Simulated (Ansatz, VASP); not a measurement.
Two plane-wave programs on GaP

```xyz
2
Lattice="0.0000 2.7789 2.7789 2.7789 0.0000 2.7789 2.7789 2.7789 0.0000" Properties=species:S:1:pos:R:3 pbc="T T T"
Ga    0.0000    0.0000    0.0000
P     1.3894    1.3894    1.3894
```

Alike in both runs: task single point; functional r2SCAN; k mesh 6 × 6 × 6; no spin polarisation.

```csv
,VASP,Ansatz
version,VASP 6.6.1,Ansatz 0.2.0
potentials or method,"VASP PAW PBE potentials, release 64 (Ga_d, P)","plane waves, PAW"
plane-wave cutoff (eV),520,500
occupations,"gaussian, width 0.01 eV",fixed
valence electrons in the cell,18,18
```

|  | VASP | Ansatz | Ansatz less VASP |
| --- | --- | --- | --- |
| gap on the k mesh at the Fermi level (eV) | 1.84 | 1.85 | +0.013 |
| pressure (GPa) | -4.5 | -4.5 | +0.01 |

VASP's potentials were made for PBE, not for r2SCAN.
